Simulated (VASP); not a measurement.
Here is a VASP 6.6.1 calculation.

Contents of POSCAR:

```
Rh
1.0
    0.0000000000      1.9490887500      1.8064725000
    1.9490887500      0.0000000000      1.8064725000
    1.9490887500      1.9490887500      0.0000000000
Rh
1
Direct
    0.0000000000      0.0000000000      0.0000000000
```

The input INCAR.step1:

```
ALGO = Normal
EDIFF = 1E-4
ENCUT = 520
GGA = PE
ISMEAR = 0
LASPH = True
LCHARG = False
LREAL = False
LWAVE = True
NBANDS = 14
NELM = 60
PREC = Accurate
SIGMA = 0.15
```

The input INCAR.step2:

```
ALGO = Normal
EDIFF = 1E-7
ENCUT = 520
ISIF = 2
ISMEAR = 0
ISTART = 1
LASPH = True
LCHARG = False
LMIXTAU = True
LREAL = False
LWAVE = False
METAGGA = R2SCAN
NBANDS = 14
NELM = 60
PREC = Accurate
SIGMA = 0.15
```

KPOINTS

```
k-points
0
Gamma
  22 22 22
```

Potentials or basis: VASP PAW PBE potentials, release 64 (Rh_pv).

Command:

```console
$ cat potpaw_PBE.64/Rh_pv/POTCAR > POTCAR
$ cp INCAR.step1 INCAR
$ mpirun -np 1 vasp_std > vasp.out
$ cp INCAR.step2 INCAR
$ mpirun -np 1 vasp_std > vasp.out
```

(1) Predict the band gap on the k mesh.

(2) Predict the pressure.

Answers

(1) zero (an odd number of electrons rules out a gap without spin polarisation).

(2) 1.9 GPa.

Caveat: the cell differs from its parent crystal (strain +0.025 along x and y, -0.050 along z); the PAW data sets were made with another functional, which shifts forces and pressure a little.
